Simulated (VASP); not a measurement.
# Te2Mo in VASP: settings compared

Aim: see how the results for Te2Mo move with the level of theory and the settings. Levels: PBE+D3(BJ), RPBE+D3(BJ), LDA, PBE+D4, r2SCAN. Tasks: single point.

All numbers are computed with VASP 6.6.1; they aren't measurements. Logs are shortened: lines on timing, memory, paths and dates and some standing lists are left out, and cuts for length are marked.

## 1. The cell of the first run

The cell holds a slab with vacuum, 6 atoms: a = 6.486 Å, b = 3.549 Å, c = 36.886 Å, α = 90.00°, β = 90.14°, γ = 90.00°.

## 2. Single point, PBE+D3(BJ)

INCAR

```
SYSTEM = Te2Mo
  PREC = Accurate
  ENCUT = 520
  EDIFF = 1E-6
  ISMEAR = -1
  SIGMA = 0.05
  LREAL = .FALSE.
  LASPH = .TRUE.
  NELM = 100
  ALGO = Normal
  ISIF = 2
  LWAVE = .FALSE.
  LCHARG = .FALSE.
  GGA = PE
  IVDW = 12
  NBANDS = 35
```

KPOINTS

```
regular mesh
0
G
  4 8 1
  0 0 0
```

POSCAR

```
Te2Mo
1.0
    6.4863781235      0.0000000000      0.0000000000
    0.0000000000      3.5486635872      0.0000000000
   -0.0874228505      0.0000000000     36.8854017842
Te Mo
4 2
Direct
    0.4292511000      0.7500000000      0.5407035800
    0.5707489000      0.2500000000      0.4592964200
    0.9208478700      0.2500000000      0.5565273200
    0.0791521300      0.7500000000      0.4434726800
    0.1813475600      0.2500000000      0.4974653700
    0.8186524400      0.7500000000      0.5025346300
```

Potentials or basis: VASP PAW PBE potentials, release 64 (Te, Mo_sv).

Run with:

```sh
cat potpaw_PBE.64/Te/POTCAR potpaw_PBE.64/Mo_sv/POTCAR > POTCAR
mpirun -np 1 vasp_std > vasp.out
```

OUTCAR:

```text
SYSTEM = Te2Mo
   PREC = Accurate
   ENCUT = 520
   EDIFF = 1E-6
   ISMEAR = -1
   LREAL = .FALSE.
   LASPH = .TRUE.
   NELM = 100
   ISIF = 2
   GGA = PE
   IVDW = 12
 IVDW          = 12

 ion  position               nearest neighbor table
   1  0.429  0.750  0.541-   5 2.87   5 2.87   6 2.89   2 3.61   2 3.61
   2  0.571  0.250  0.459-   6 2.87   6 2.87   5 2.89   1 3.61   1 3.61
   3  0.921  0.250  0.557-   6 2.75   6 2.75   5 2.76
   4  0.079  0.750  0.443-   5 2.75   5 2.75   6 2.76
   5  0.181  0.250  0.497-   4 2.75   4 2.75   3 2.76   1 2.87   1 2.87   2 2.89   6 2.95   6 2.95

   6  0.819  0.750  0.503-   3 2.75   3 2.75   4 2.76   2 2.87   2 2.87   1 2.89   5 2.95   5 2.95

  LATTYP: Found a simple monoclinic cell.
 ALAT       =     6.4863781235
 B/A-ratio  =     0.5470947761
 C/A-ratio  =     5.6866104139
 COS(beta)  =    -0.0023701139

  Lattice vectors:

 A1 = (   6.4863781235,   0.0000000000,   0.0000000000)
 A2 = (   0.0000000000,   3.5486635872,   0.0000000000)
 A3 = (  -0.0874228505,   0.0000000000,  36.8854017842)

Analysis of symmetry for initial positions (statically):
=====================================================================
 Subroutine PRICEL returns:
 Original cell was already a primitive cell.

 Routine SETGRP: Setting up the symmetry group for a
 simple monoclinic supercell.

 Subroutine GETGRP returns: Found  4 space group operations
 (whereof  2 operations were pure point group operations)
 out of a pool of  4 trial point group operations.

The static configuration has the point symmetry S_2 .
 The point group associated with its full space group is C_2h.

Analysis of symmetry for dynamics (positions and initial velocities):
=====================================================================
 Subroutine PRICEL returns:
 Original cell was already a primitive cell.

 Routine SETGRP: Setting up the symmetry group for a
 simple monoclinic supercell.

 Subroutine GETGRP returns: Found  4 space group operations
 (whereof  2 operations were pure point group operations)
 out of a pool of  4 trial point group operations.

The dynamic configuration has the point symmetry S_2 .
 The point group associated with its full space group is C_2h.

 Subroutine INISYM returns: Found  4 space group operations
 (whereof  2 operations are pure point group operations),
 and found     1 'primitive' translations

----------------------------------------------------------------------------------------

                                     Primitive cell

  volume of cell :     849.0272

  direct lattice vectors                    reciprocal lattice vectors
     6.486378123  0.000000000  0.000000000     0.154169242  0.000000000  0.000365400
     0.000000000  3.548663587  0.000000000     0.000000000  0.281796224  0.000000000
    -0.087422850  0.000000000 36.885401784     0.000000000  0.000000000  0.027110997

  length of vectors
     6.486378123  3.548663587 36.885505385     0.154169675  0.281796224  0.027110997

  position of ions in fractional coordinates (direct lattice)
     0.429251100  0.750000000  0.540703580
     0.570748900  0.250000000  0.459296420
     0.920847870  0.250000000  0.556527320
     0.079152130  0.750000000  0.443472680
     0.181347560  0.250000000  0.497465370
     0.818652440  0.750000000  0.502534630

  ion indices of the primitive-cell ions
   primitive index   ion index
                 1           1
                 2           2
                 3           3
                 4           4
                 5           5
                 6           6

----------------------------------------------------------------------------------------

 KPOINTS: regular mesh

Automatic generation of k-mesh.
 Grid dimensions read from file:
 generate k-points for:    4    8    1

 Generating k-lattice:

  Cartesian coordinates                     Fractional coordinates (reciprocal lattice)
     0.038542311  0.000000000  0.000091350     0.250000000  0.000000000 -0.000000000
     0.000000000  0.035224528  0.000000000     0.000000000  0.125000000  0.000000000
     0.000000000  0.000000000  0.027110997     0.000000000  0.000000000  1.000000000

  Length of vectors
     0.038542419  0.035224528  0.027110997

  Shift w.r.t. Gamma in fractional coordinates (k-lattice)
     0.000000000  0.000000000  0.000000000

 Subroutine IBZKPT returns following result:
 ===========================================

 Found     15 irreducible k-points:

 Following reciprocal coordinates:
            Coordinates               Weight
  0.000000  0.000000  0.000000      1.000000
  0.250000  0.000000  0.000000      2.000000
  0.500000  0.000000  0.000000      1.000000
  0.000000  0.125000  0.000000      2.000000
  0.250000  0.125000  0.000000      4.000000
  0.500000  0.125000  0.000000      2.000000
  0.000000  0.250000  0.000000      2.000000
  0.250000  0.250000  0.000000      4.000000
  0.500000  0.250000  0.000000      2.000000
  0.000000  0.375000  0.000000      2.000000
  0.250000  0.375000  0.000000      4.000000
  0.500000  0.375000  0.000000      2.000000
  0.000000  0.500000  0.000000      1.000000
  0.250000  0.500000  0.000000      2.000000
  0.500000  0.500000  0.000000      1.000000
   k-points           NKPTS =     15   k-points in BZ     NKDIM =     15   number of bands    NBANDS=     35
   number of dos      NEDOS =    301   number of ions     NIONS =      6
   total plane-waves  NPLWV = 376320
   dimension x,y,z NGX =    48 NGY =   28 NGZ =  280
   dimension x,y,z NGXF=    96 NGYF=   56 NGZF=  560
   ions per type =               4   2
   NGX,Y,Z   is equivalent  to a cutoff of  12.30, 13.12, 12.62 a.u.
   NGXF,Y,Z  is equivalent  to a cutoff of  24.60, 26.23, 25.24 a.u.
 SYSTEM =  Te2Mo
   PREC   = accura    normal or accurate (medium, high low for compatibility)
   ISTART =      0    job   : 0-new  1-cont  2-samecut
   ICHARG =      2    charge: 1-file 2-atom 10-const
   ISPIN  =      1    spin polarized calculation?
   LNONCOLLINEAR =      F non collinear calculations
   LSORBIT =      F    spin-orbit coupling
   LASPH  =      T    aspherical Exc in radial PAW
   ENCUT  =  520.0 eV  38.22 Ry    6.18 a.u.  12.06  6.60 68.58*2*pi/ulx,y,z
   NELM   =    100;   NELMIN=  2; NELMDL= -5     # of ELM steps
   EDIFF  = 0.1E-05   stopping-criterion for ELM
   LREAL  =      F    real-space projection
   EDIFFG = 0.1E-04   stopping-criterion for IOM
   NSW    =      0    number of steps for IOM
   IBRION =     -1    ionic relax: 0-MD 1-quasi-New 2-CG
   NFREE  =      0    steps in history (QN), initial steepest desc. (CG)
   ISIF   =      2    stress and relaxation
   ISYM   =      2    0-nonsym 1-usesym 2-fastsym
   POTIM  = 0.5000    time-step for ionic-motion
   TEBEG  =    0.0;   TEEND  =   0.0 temperature during run
   PSTRESS=    0.0 pullay stress
   NELECT =      52.0000    total number of electrons
   NUPDOWN=      -1.0000    fix difference up-down
   EMIN   =  10.00;   EMAX   =-10.00  energy-range for DOS
   EFERMI =   0.00;   METHOD = LEGACY
   ISMEAR =    -1;   SIGMA  =   0.05  broadening in eV -4-tet -1-fermi 0-gaus
   EFERMI_NEDOS =   21; number of points for ismear=-14 and -15
   IALGO  =     38    algorithm
   IMIX   =      4    mixing-type and parameters
     AMIX     =   0.40;   BMIX     =  1.00
     AMIX_MAG =   1.60;   BMIX_MAG =  1.00
  volume/ion in A,a.u.               =     141.50       954.92
  Fermi-wavevector in a.u.,A,eV,Ry     =   0.645311  1.219460  5.665815  0.416426
  Thomas-Fermi vector in A             =   1.712925
   LORBIT       =      0    0 simple, 1 ext, 2 COOP (PROOUT), +10 PAW based schemes
   GGA     = PE    functional components
   LHFCALC =     F    Hartree Fock is set to
   AEXX    =    0.0000 exact exchange contribution
   IVDW    =    12    specifies the selected vdW correction
   LEPSILON=     F    determine dielectric tensor
   LRPA    =     F    only Hartree local field effects (RPA)
 non-spin polarized calculation
  energy-cutoff  :      520.00
  volume of cell :      849.03
 maximum number of plane-waves:     22938
   NGX = 25   NGY = 13   NGZ =137

 number of electron      52.0000000 magnetization

 Free energy of the ion-electron system (eV)
  ---------------------------------------------------
  ext. energy  EPLUGINS =         0.00000000
  ---------------------------------------------------
  free energy    TOTEN  =       -35.85507403 eV

  energy without entropy =      -35.84639485  energy(sigma->0) =      -35.85073444

 E-fermi :  -2.3677     XC(G=0):  -2.2360

 val. band max:       -2.5130842409   @ k =   0.0000   0.1250   0.0000
 cond. band min:      -2.3630513410   @ k =   0.0000   0.1250   0.0000
 fundamental gap:      0.1500329000
 Fermi energy:        -2.3676651790

 k-point     1 :       0.0000    0.0000    0.0000
  band No.  band energies     occupation
      1     -63.4428      2.00000
      2     -63.3981      2.00000
      3     -37.6402      2.00000
      4     -37.6176      2.00000
      5     -37.5488      2.00000
      6     -37.4835      2.00000
[... 27 lines left out ...]
     34       0.7636      0.00000
     35       1.5084      0.00000

 k-point     2 :       0.2500    0.0000    0.0000
  band No.  band energies     occupation
      1     -63.4427      2.00000
      2     -63.3982      2.00000
      3     -37.6378      2.00000
      4     -37.6173      2.00000
      5     -37.5491      2.00000
      6     -37.4838      2.00000
[... 27 lines left out ...]
     34       0.9193      0.00000
     35       1.7079      0.00000

 k-point     3 :       0.5000    0.0000    0.0000
  band No.  band energies     occupation
      1     -63.4427      2.00000
      2     -63.3983      2.00000
      3     -37.6353      2.00000
      4     -37.6171      2.00000
      5     -37.5495      2.00000
      6     -37.4841      2.00000
[... 27 lines left out ...]
     34       1.0053      0.00000
     35       2.0939      0.00000
[... 381 lines left out ...]
 k-point    14 :       0.2500    0.5000    0.0000
  band No.  band energies     occupation
      1     -63.4164      2.00000
      2     -63.4164      2.00000
      3     -37.6958      2.00000
      4     -37.6958      2.00000
      5     -37.5154      2.00000
      6     -37.5154      2.00000
[... 27 lines left out ...]
     34       0.8921      0.00000
     35       2.4863      0.00000

 k-point    15 :       0.5000    0.5000    0.0000
  band No.  band energies     occupation
      1     -63.4164      2.00000
      2     -63.4164      2.00000
      3     -37.6968      2.00000
      4     -37.6968      2.00000
      5     -37.5150      2.00000
      6     -37.5150      2.00000
[... 27 lines left out ...]
     34       0.8095      0.00000
     35       1.9944      0.00000

------------------------ aborting loop because EDIFF is reached ----------------------------------------

 Edisp (eV)   -2.22286

 E8    (eV) :    -1.0848

  FORCE on cell =-STRESS in cart. coord.  units (eV):
  Direction    XX          YY          ZZ          XY          YZ          ZX
  --------------------------------------------------------------------------------------
  -------------------------------------------------------------------------------------
  Total      -6.71343    -6.78744    -4.70929     0.00000     0.00000     0.01189
  in kB     -12.66873   -12.80840    -8.88678     0.00000     0.00000     0.02243
  external pressure =      -11.45 kB  Pullay stress =        0.00 kB

 VOLUME and BASIS-vectors are now :
 -----------------------------------------------------------------------------
  energy-cutoff  :      520.00
  volume of cell :      849.03
      direct lattice vectors                 reciprocal lattice vectors
     6.486378123  0.000000000  0.000000000     0.154169242  0.000000000  0.000365400
     0.000000000  3.548663587  0.000000000     0.000000000  0.281796224  0.000000000
    -0.087422850  0.000000000 36.885401784     0.000000000  0.000000000  0.027110997

 POSITION                                       TOTAL-FORCE (eV/Angst)
 -----------------------------------------------------------------------------------
      2.73702      2.66150     19.94407        -0.016657      0.000000     -0.522903
      3.66194      0.88717     16.94133         0.016657      0.000000      0.522903
      5.92431      0.88717     20.52773         0.009420      0.000000     -0.748748
      0.47464      2.66150     16.35767        -0.009420     -0.000000      0.748748
      1.13280      0.88717     18.34921        -0.115542      0.000000     -0.036517
      5.26616      2.66150     18.53619         0.115542      0.000000      0.036517
 -----------------------------------------------------------------------------------
    total drift:                               -0.000000     -0.000000     -0.000000

  FREE ENERGIE OF THE ION-ELECTRON SYSTEM (eV)
  ---------------------------------------------------
  free  energy   TOTEN  =       -38.0779364505 eV

  energy  without entropy=      -38.0692572687  energy(sigma->0) =      -38.07359686
```

Wall time 10 min (1 thread of Intel Xeon 6975P-C (Granite Rapids), shared host); peak memory 0.97 GiB.

Results:

```
Free energy                : -38.0779 eV
Largest force              : 0.749 eV/Å
Band gap on the k mesh     : zero (band 26 reaches -2.23 eV, above the bottom of band 27 at -2.36 eV)
Dispersion energy per atom : -0.370 eV
```

Forces on the atoms (eV/Å):
```
Te  -0.017  0.000 -0.523
Te   0.017  0.000  0.523
Te   0.009  0.000 -0.749
Te  -0.009  0.000  0.749
Mo  -0.116  0.000 -0.037
Mo   0.116  0.000  0.037
```

Levels at points of the mesh, in eV from the Fermi level:
```csv
k point,band 23,band 24,band 25,band 26,band 27,band 28,band 29,band 30
"(0.00, 0.00, 0.00)",-0.85,-0.56,-0.28,0.13,0.62,0.97,1.60,2.02
"(0.50, 0.00, 0.00)",-1.15,-0.75,-0.70,-0.62,0.14,0.95,1.40,1.68
"(0.00, 0.50, 0.00)",-1.51,-1.51,-1.30,-1.30,1.10,1.10,1.36,1.36
"(0.50, 0.50, 0.00)",-1.62,-1.62,-0.80,-0.80,1.02,1.02,1.80,1.80
```

Caveat: spin-orbit coupling is left out, which moves the levels of the heavy elements.

(Continued in part 2 of 3.)
